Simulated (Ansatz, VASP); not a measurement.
## ZrTa2C2 in VASP and in Ansatz

```
CELL_PARAMETERS angstrom
4.12959 0.00000 0.00000
0.00000 4.12959 0.00000
0.00000 0.00000 5.66837
ATOMIC_POSITIONS crystal
Zr 0.00000 0.00000 0.00000
Ta 0.50000 0.00000 0.50000
Ta 0.00000 0.50000 0.50000
C 0.00000 0.00000 0.62865
C 0.00000 0.00000 0.37135
```

Alike in both runs: functional PBE; k mesh 10 × 10 × 8; occupations gaussian, width 0.1 eV; no spin polarisation.

Ansatz relaxed the structure, and its values are those at the end. VASP's run is a single point on that final structure, the one shown.

|  | VASP | Ansatz |
| --- | --- | --- |
| version | VASP 6.6.1 | Ansatz 0.2.0 |
| potentials or method | VASP PAW PBE potentials, release 64 (Zr_sv, Ta_pv, C), cutoff 520 eV | scalar-relativistic, plane waves, PAW |
| valence electrons in the cell | 42 | 46 |

Ansatz gave:

| Item | Value |
| --- | --- |
| gap on the k mesh at the Fermi level (eV) | none |
| pressure (GPa) | 0.0 |
| rms of the force components (eV/Å) | 0.002 |

Problem. Estimate VASP's values.

Solution. gap on the k mesh at the Fermi level (eV): none; pressure (GPa): 0.3; rms of the force components (eV/Å): 0.026.

A gap of «none» marks a metal or a gap that the smearing closes. VASP's potentials hold 42 valence electrons a cell and Ansatz's 46, so a difference there can come from the potentials and not from the codes.

Neither program's run includes spin-orbit coupling.
